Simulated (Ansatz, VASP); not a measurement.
KRb: VASP beside Ansatz

```
K Rb
1.0
     4.81503    0.00000    0.00000
     0.00000    4.81503    0.00000
     0.00000    0.00000    6.80718
K Rb
1 1
Direct
  0.00000 0.00000 0.00000
  0.50000 0.50000 0.50000
```

Alike in both runs: task relaxation of cell and atoms; functional PBEsol; k mesh 10 × 10 × 6; occupations gaussian, width 0.1 eV; no spin polarisation.

|  | VASP | Ansatz |
| --- | --- | --- |
| version | VASP 6.6.1 | Ansatz 0.2.0 |
| potentials or method | VASP PAW PBE potentials, release 64 (K_sv, Rb_sv), cutoff 600 eV | scalar-relativistic, plane waves, PAW |
| valence electrons in the cell | 18 | 18 |

|  | VASP | Ansatz | Ansatz less VASP |
| --- | --- | --- | --- |
| gap on the k mesh at the Fermi level, each at its own relaxed structure (eV) | none | none | - |
| relaxed volume (Å³/atom) | 78.73 | 78.91 | +0.185 |
| relaxed length of the cell vector where the two differ most in proportion (Å) | 6.704 | 6.807 | +0.1029 |

VASP's potentials were made for PBE, not for PBEsol. A gap of «none» marks a metal or a gap that the smearing closes.
